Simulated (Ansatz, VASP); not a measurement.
## CaO in VASP and in Ansatz

```
CELL_PARAMETERS angstrom
3.29613 0.00000 0.00000
-1.64806 2.85453 0.00000
0.00000 0.00000 2.99898
ATOMIC_POSITIONS crystal
Ca 0.33333 0.66667 0.50000
O 0.66667 0.33333 0.00000
```

Alike in both runs: task relaxation of cell and atoms; functional PBE; k mesh 12 × 12 × 8; occupations gaussian, width 0.02 eV; no spin polarisation.

|  | VASP | Ansatz |
| --- | --- | --- |
| version | VASP 6.6.1 | Ansatz 0.2.0 |
| potentials or method | VASP PAW PBE potentials, release 64 (Ca_sv, O), cutoff 600 eV | scalar-relativistic, plane waves, PAW |
| valence electrons in the cell | 16 | 16 |

Ansatz gave:

| Quantity | Value |
| --- | --- |
| gap on the k mesh at the Fermi level, each at its own relaxed structure (eV) | 3.33 |
| relaxed volume (Å³/atom) | 14.14 |
| relaxed cell length with the largest relative difference (Å) | 2.999 |

Question: What did VASP give for the same quantities?

Answer: gap on the k mesh at the Fermi level, each at its own relaxed structure (eV): 3.31; relaxed volume (Å³/atom): 14.21; relaxed cell length with the largest relative difference (Å): 3.004.
